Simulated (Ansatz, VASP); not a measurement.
Cu: VASP beside Ansatz

```
Cu
1.0
     0.00000    1.72413    1.86025
     1.72413    0.00000    1.86025
     1.72413    1.72413    0.00000
Cu
1
Direct
  0.00000 0.00000 0.00000
```

Change from the starting cell: strain -0.050 along x and y, +0.025 along z, atoms carried along.

Alike in both runs: task single point; functional PBE; k mesh 28 × 28 × 28; occupations gaussian, width 0.15 eV; no spin polarisation.

|  | VASP | Ansatz |
| --- | --- | --- |
| version | VASP 6.6.1 | Ansatz 0.2.0 |
| potentials or method | VASP PAW PBE potentials, release 64 (Cu), cutoff 520 eV | scalar-relativistic, plane waves, PAW |
| valence electrons in the cell | 11 | 19 |

```tsv
	VASP	Ansatz	Ansatz less VASP
gap on the k mesh at the Fermi level (eV)	none	none	-
pressure (GPa)	14.5	13.6	-0.87
traceless stress, the component that is largest in VASP (GPa)	-4.68	-4.71	-0.026
```

A gap of «none» marks a metal or a gap that the smearing closes. VASP's potentials hold 11 valence electrons a cell and Ansatz's 19, so a difference there can come from the potentials and not from the codes.
